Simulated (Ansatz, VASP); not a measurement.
## MnIr3O6 in VASP and in Ansatz

File INCAR:

```
SYSTEM = MnIr3O6
PREC     = Accurate       ! precision mode
ENCUT    = 520            ! plane-wave cutoff, eV
EDIFF    = 1E-6           ! SCF threshold, eV
ISMEAR   = 0              ! smearing method
SIGMA    = 0.1            ! smearing width, eV
LREAL    = .False.        ! projectors in reciprocal space
LASPH    = .True.         ! aspherical terms in the spheres
NELM     = 150            ! most SCF steps
ALGO     = Normal         ! electronic algorithm
ISIF     = 2              ! what is computed and relaxed
LWAVE    = .False.        ! write WAVECAR
LCHARG   = .False.        ! write CHGCAR
ISPIN    = 2              ! spin polarisation
MAGMOM   = -2.58 2.2 2.2 0 0.17 0.17 0.17 0.17 0.17 0.17 ! initial moments
LORBIT   = 11             ! projections on sites
LMAXMIX  = 4              ! l up to which the mixer works
GGA      = PE             ! functional
NBANDS   = 53             ! bands
```

The input KPOINTS:

```
Automatic mesh
0
Gamma
  8 8 8
  0 0 0
```

Contents of POSCAR:

```
MnIr3O6
1.0
    0.0000000000      3.8358836939      3.8358836939
    3.8358836939      0.0000000000      3.8358836939
    3.8358836939      3.8358836939      0.0000000000
Mn Ir O
1 3 6
Direct
    0.5000000000      0.5000000000      0.5000000000
    0.2500000000      0.2500000000      0.2500000000
    0.7500000000      0.7500000000      0.7500000000
    0.0000000000      0.0000000000      0.0000000000
    0.7459489346      0.2540510654      0.2540510654
    0.2540510654      0.7459489346      0.2540510654
    0.2540510654      0.7459489346      0.7459489346
    0.7459489346      0.2540510654      0.7459489346
    0.2540510654      0.2540510654      0.7459489346
    0.7459489346      0.7459489346      0.2540510654
```

Input for Ansatz:

```yaml
crystal:
  lattice:
    - [0.0, 3.8358836939, 3.8358836939]
    - [3.8358836939, 0.0, 3.8358836939]
    - [3.8358836939, 3.8358836939, 0.0]
  atoms:
    - { symbol: Mn, position: [0.5, 0.5, 0.5], spin: -2.58 }
    - { symbol: Ir, position: [0.25, 0.25, 0.25], spin: 2.2 }
    - { symbol: Ir, position: [0.75, 0.75, 0.75], spin: 2.2 }
    - { symbol: Ir, position: [0.0, 0.0, 0.0] }
    - { symbol: O, position: [0.7459489346, 0.2540510654, 0.2540510654], spin: 0.17 }
    - { symbol: O, position: [0.2540510654, 0.7459489346, 0.2540510654], spin: 0.17 }
    - { symbol: O, position: [0.2540510654, 0.7459489346, 0.7459489346], spin: 0.17 }
    - { symbol: O, position: [0.7459489346, 0.2540510654, 0.7459489346], spin: 0.17 }
    - { symbol: O, position: [0.2540510654, 0.2540510654, 0.7459489346], spin: 0.17 }
    - { symbol: O, position: [0.7459489346, 0.7459489346, 0.2540510654], spin: 0.17 }
basis:
  ecutwfc: 420
kpoints:
  mp_grid: { grid: [8, 8, 8] }
  band_path:
    path:
      - [[0.0, 0.0, 0.0], [0.5, 0.0, 0.5], [0.625, 0.25, 0.625]]
      - [[0.375, 0.375, 0.75], [0.0, 0.0, 0.0], [0.5, 0.5, 0.5], [0.5, 0.25, 0.75], [0.5, 0.0, 0.5]]
    npoints: 14
hamiltonian:
  xc: pbe
scf:
  occupations: { method: gaussian, width: 0.1 }
  n_extra_bands: 25
output:
  forces: true
  stress: true
  eigenvalues: true
  populations: true
  dos: { projected: true, de: 0.02, nscf_kmesh: { grid: [10, 10, 10] } }
  bader: true
  write_density: true
  write_potential: true
  elf: true
  volumetric_format: npy
magnetization:
  spin_polarized: true
checkpoint:
  read: start.run
  write: ck
  compress: false
  write_wavefunctions: false
  write_every: 100000
```

Alike in both runs: task single point; functional PBE; k mesh 8 × 8 × 8; occupations gaussian, width 0.1 eV; collinear spin.

|  | VASP | Ansatz |
| --- | --- | --- |
| version | VASP 6.6.1 | Ansatz 0.2.0 |
| potentials or method | VASP PAW PBE potentials, release 64 (Mn_pv, Ir, O), cutoff 520 eV | scalar-relativistic, plane waves, PAW |
| valence electrons in the cell | 76 | 102 |

|  | VASP | Ansatz | Ansatz less VASP |
| --- | --- | --- | --- |
| gap on the k mesh at the Fermi level (eV) | none | none | - |
| pressure (GPa) | 1.2 | 0.0 | -1.16 |
| rms of the force components (eV/Å) | 0.052 | 0.000 | -0.0521 |
| net moment per atom (μB) | 0.27 | 0.27 | +0.006 |
| size of the moment on the site where the two differ most (μB) | 2.66 | 2.35 | -0.310 |

Site moments also hang on the region over which each program counts them. Atom by atom the forces differ by 0.052 eV/Å (rms over components). A gap of «none» marks a metal or a gap that the smearing closes. VASP's potentials hold 76 valence electrons a cell and Ansatz's 102, so a difference there can come from the potentials and not from the codes. Ansatz's warnings: stability check not made.

Neither program's run includes spin-orbit coupling.
